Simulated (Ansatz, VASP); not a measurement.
**Na: VASP beside Ansatz**

```
Na
1.0
    -1.91417    1.91417    1.91417
     1.91417   -1.91417    1.91417
     1.91417    1.91417   -1.91417
Na
1
Direct
  0.00000 0.00000 0.00000
```

Change from the starting cell: volume scaled by 0.84, PAW files.

Alike in both runs: task single point; functional LDA; k mesh 13 × 13 × 13; occupations fermi-dirac, width 0.05 eV; no spin polarisation.

|  | VASP | Ansatz |
| --- | --- | --- |
| version | VASP 6.6.1 | Ansatz 0.2.0 |
| potentials or method | VASP PAW LDA potentials, release 64 (Na_pv) | PAW with Ansatz's default frozen-core files, scalar-relativistic |
| plane-wave cutoff (eV) | 520 | 420 |
| valence electrons in the cell | 7 | 9 |

Ansatz gave:

```
pressure (GPa) : 2.2
```

Task: Estimate VASP's values.

Result: Pressure (GPa): 2.1.

LDA's correlation is that of Perdew and Zunger in VASP and of Perdew and Wang (1992) in Ansatz. VASP's potentials hold 7 valence electrons a cell and Ansatz's 9, so a difference there can come from the potentials and not from the codes.
